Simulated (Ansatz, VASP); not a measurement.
## Two plane-wave programs on Ta3N

The input INCAR:

```
  PREC = Accurate
  ENCUT = 520
  EDIFF = 1E-6
  ISMEAR = 0
  SIGMA = 0.15
  LREAL = F
  LASPH = T
  NELM = 100
  ALGO = Fast
  ISIF = 2
  LWAVE = F
  LCHARG = F
  GGA = PS
  NBANDS = 27
```

KPOINTS

```
regular mesh
0
Gamma
  18 18 8
```

POSCAR

```
Ta3N
1.0
    3.0005045844      0.0000000000      0.0000000000
   -1.5002522922      2.5985131942      0.0000000000
    0.0000000000      0.0000000000      7.4499251172
Ta N
3 1
Direct
    0.0000000000      0.0000000000      0.5000000000
    0.3333333333      0.6666666667      0.1725859884
    0.6666666667      0.3333333333      0.8274140116
   -0.1288458423     -0.0577253178      0.0000000000
```

Input for Ansatz:

```yaml
crystal:
  lattice:
    - [3.0005045844, 0.0, 0.0]
    - [-1.5002522922, 2.5985131942, 0.0]
    - [0.0, 0.0, 7.4499251172]
  atoms:
    - { symbol: Ta, position: [0.0, 0.0, 0.5] }
    - { symbol: Ta, position: [0.3333333333, 0.6666666667, 0.1725859884] }
    - { symbol: Ta, position: [0.6666666667, 0.3333333333, 0.8274140116] }
    - { symbol: "N", position: [-0.1288458423, -0.0577253178, 0.0] }
basis:
  ecutwfc: 420
kpoints:
  mp_grid: { grid: [18, 18, 8] }
hamiltonian:
  xc: pbesol
scf:
  occupations: { method: gaussian, width: 0.15 }
output:
  forces: true
  stress: true
  eigenvalues: true
```

Alike in both runs: task single point; functional PBEsol; k mesh 18 × 18 × 8; occupations gaussian, width 0.15 eV; no spin polarisation.

|  | VASP | Ansatz |
| --- | --- | --- |
| version | VASP 6.6.1 | Ansatz 0.2.0 |
| potentials or method | VASP PAW PBE potentials, release 64 (Ta_pv, N), cutoff 520 eV | scalar-relativistic, plane waves, PAW |
| valence electrons in the cell | 38 | 44 |

```csv
,VASP,Ansatz,Ansatz less VASP
gap on the k mesh at the Fermi level (eV),none,none,-
pressure (GPa),7.8,7.3,-0.58
"traceless stress, the component that is largest in VASP (GPa)",-5.44,-5.27,+0.171
rms of the force components (eV/Å),1.842,1.797,-0.0452
```

VASP's potentials were made for PBE, not for PBEsol. Atom by atom the forces differ by 0.051 eV/Å (rms over components). A gap of «none» marks a metal or a gap that the smearing closes. VASP's potentials hold 38 valence electrons a cell and Ansatz's 44, so a difference there can come from the potentials and not from the codes.

Spin-orbit coupling is off throughout.
